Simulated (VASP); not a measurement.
## WC (Qusongite): single point with PBE

The system is WC (Qusongite).

```
W C
1.0
     2.90650    0.00000    0.00000
    -1.45325    2.51710    0.00000
     0.00000    0.00000    2.83660
W C
1 1
Cartesian
  0.0000 0.0000 0.0000
  1.4533 0.8390 1.4183
```

| Item | Value |
| --- | --- |
| Program | VASP 6.6.1 |
| Task | single point |
| Functional | PBE |
| Potentials or basis | VASP PAW PBE potentials, release 64 (W_sv, C) |
| Cutoff | 520 eV |
| k mesh | 11 × 11 × 10 |
| Occupations | fermi-dirac, width 0.15 eV |
| Spin | no spin polarisation |

```yaml
Pressure: 6.8 GPa
Band_gap_on_the_k_mesh: zero (band 9 reaches 11.72 eV, above the bottom of band 10 at 10.50 eV)
```

Stress tensor (GPa, compression positive):
```
6.96 0.00 0.00
0.00 6.96 0.00
0.00 0.00 6.36
```

Levels at points of the mesh, in eV from the Fermi level:
```csv
k point,band 5,band 6,band 7,band 8,band 9,band 10,band 11,band 12,band 13,band 14
"(0.00, 0.00, 0.00)",-14.51,-4.37,-3.39,-3.39,0.03,3.18,3.18,5.56,5.56,6.32
"(0.00, 0.00, 0.50)",-10.48,-8.71,-2.07,-2.07,-0.64,-0.64,3.61,4.46,4.46,9.91
```

Run time: 51 s on 1 thread of AMD EPYC 7R13, with other jobs on the host, peak memory 0.13 GiB.

Caveat: spin-orbit coupling is left out, which moves the levels of the heavy elements.
